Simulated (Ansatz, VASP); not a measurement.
# Two plane-wave programs on CdTe

POSCAR

```
CdTe
1.0
    0.0000000000      3.2799012430      3.2799012430
    3.2799012430      0.0000000000      3.2799012430
    3.2799012430      3.2799012430      0.0000000000
Cd Te
1 1
Direct
    0.0000000000      0.0000000000      0.0000000000
    0.2500000000      0.2500000000      0.2500000000
```

The input INCAR.step1:

```
SYSTEM = CdTe
  ALGO = Normal
  EDIFF = 1E-5
  ENCUT = 520
  GGA = PE
  ISIF = 2
  ISMEAR = 0
  LASPH = .True.
  LREAL = .False.
  LWAVE = .True.
  NBANDS = 16
  NELM = 100
  PREC = Accurate
  SIGMA = 0.01
```

Contents of INCAR.step2:

```
SYSTEM = CdTe
  AEXX = 0.5
  ALGO = Normal
  EDIFF = 1E-6
  ENCUT = 520
  GGA = PE
  HFSCREEN = 0.5
  ISIF = 2
  ISMEAR = 0
  ISTART = 1
  LASPH = .True.
  LCHARG = .True.
  LELF = .True.
  LHFCALC = .True.
  LREAL = .False.
  LVHAR = .True.
  LWAVE = .False.
  NBANDS = 16
  NELM = 100
  PREC = Accurate
  PRECFOCK = Normal
  SIGMA = 0.01
```

Contents of KPOINTS:

```
k-points
0
Gamma
  4 4 4
  0 0 0
```

Input for Ansatz:

```yaml
crystal:
  lattice:
    - [0.0, 3.279901243, 3.279901243]
    - [3.279901243, 0.0, 3.279901243]
    - [3.279901243, 3.279901243, 0.0]
  atoms:
    - { symbol: Cd, position: [0.0, 0.0, 0.0] }
    - { symbol: Te, position: [0.25, 0.25, 0.25] }
kpoints:
  mp_grid: { grid: [4, 4, 4] }
hamiltonian:
  xc: { exchange: pbe, correlation: pbe, exx: { coeff: 0.5, omega: 0.5 } }
scf:
  occupations: { method: fixed }
  n_extra_bands: 4
output:
  forces: true
  stress: true
  eigenvalues: true
```

Alike in both runs: task single point; functional PBE-based screened hybrid; k mesh 4 × 4 × 4; no spin polarisation.

|  | VASP | Ansatz |
| --- | --- | --- |
| version | VASP 6.6.1 | Ansatz 0.2.0 |
| potentials or method | VASP PAW PBE potentials, release 64 (Cd, Te) | plane waves |
| plane-wave cutoff (eV) | 520 | 420 |
| occupations | gaussian, width 0.01 eV | fixed |
| valence electrons in the cell | 18 | 36 |

```csv
,VASP,Ansatz,Ansatz less VASP
gap on the k mesh at the Fermi level (eV),1.39,1.59,+0.196
pressure (GPa),0.2,0.3,+0.08
```

VASP's potentials were made for PBE, not for PBE-based screened hybrid. VASP's potentials hold 18 valence electrons a cell and Ansatz's 36, so a difference there can come from the potentials and not from the codes. Ansatz's warnings: stress exchange threshold loose, stress scf threshold loose.

Neither program's run includes spin-orbit coupling.
